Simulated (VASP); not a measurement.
S, 1 atom in the cell. The structure is cubic, space group Fm-3m (No. 225). The conventional cell has a = 4.200 Å, b = 4.200 Å, c = 4.200 Å, α = 90.00°, β = 90.00°, γ = 90.00°. S (site symmetry m-3m) has 12 S at 2.97 Å within 3.9 Å. This isn't the form of S at room conditions, which is orthorhombic, of S8 rings.

```yaml
Program: VASP 6.6.1
Task: relaxation of cell and atoms
Functional: PBEsol
Potentials_or_basis: VASP PAW PBE potentials, release 64 (S)
Cutoff: 500 eV
k_mesh: 7 × 7 × 7
Occupations: fermi-dirac, width 0.1 eV
Spin: no spin polarisation
Target_pressure: 40 GPa
Dipole_correction: no
Further_INCAR_settings: ALGO = Normal; EDIFF = 1e-07; IBRION = 2; EDIFFG = -0.02; NSW = 80; ISIF = 3
```

Potentials or basis: VASP PAW PBE potentials, release 64 (S).

The run is started by

```bash
$ cat potpaw_PBE.64/S/POTCAR > POTCAR
$ mpirun -np 1 vasp_std > vasp.out
```

Hardware: 1 thread of Intel(R) Xeon(R) 6975P-C (Granite Rapids), on a shared host.

Task: How long does it take, and how much memory?

Result: It took 5.4 s on 1 thread of Intel(R) Xeon(R) 6975P-C (Granite Rapids), on a shared host, peak memory 0.13 GiB. Counts: scf iterations 44, k points 20, ion steps 5.
